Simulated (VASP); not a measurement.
# TiC: single point with PBEsol

Crystal: TiC.

```xyz
8
Lattice="4.3280 0.0000 0.0000 0.0000 -4.3280 0.0000 0.0000 0.0000 -4.3280" Properties=species:S:1:pos:R:3 pbc="T T T"
Ti    0.0000   -2.1640   -2.1640
Ti    2.1640    0.0000   -2.1640
Ti    2.1640   -2.1640    0.0000
Ti    0.0000    0.0000    0.0000
C     2.1640    0.0000    0.0000
C     0.0000   -2.1640    0.0000
C     0.0000    0.0000   -2.1640
C     2.1640   -2.1640   -2.1640
```

- Program: VASP 6.6.1
- Task: single point
- Functional: PBEsol
- Potentials or basis: VASP PAW PBE potentials, release 64 (Ti_sv, C)
- Cutoff: 520 eV
- k mesh: 12 × 12 × 12
- Occupations: methfessel-paxton, width 0.1 eV
- Spin: no spin polarisation
- Dipole correction: no
- Further INCAR settings: ALGO = Normal; EDIFF = 1e-06; NBANDS = 42

```yaml
Pressure: -5.9 GPa
Band_gap_on_the_k_mesh: zero (band 32 reaches 9.57 eV, above the bottom of band 33 at 8.92 eV)
```

Levels at points of the mesh, in eV from the Fermi level:
```tsv
k point	band 28	band 29	band 30	band 31	band 32	band 33	band 34	band 35	band 36	band 37
(0.00, 0.00, 0.00)	-0.03	-0.03	-0.03	-0.03	-0.03	0.65	0.65	0.65	1.69	1.69
(0.50, 0.00, 0.00)	-2.72	-0.66	-0.66	-0.42	-0.42	-0.42	-0.42	2.20	2.20	2.79
(0.50, 0.50, 0.00)	-2.75	-2.58	-2.58	-2.58	-2.58	2.13	2.13	2.13	2.13	3.16
(0.50, 0.50, 0.50)	-2.92	-2.92	-2.92	-2.92	-2.92	2.92	2.92	2.92	2.92	2.92
```

Wall time 100 s on 1 thread of Intel(R) Xeon(R) 6975P-C (Granite Rapids) (shared host), peak memory 0.33 GiB.

Caveat: the PAW data sets were made with another functional, which shifts forces and pressure a little.
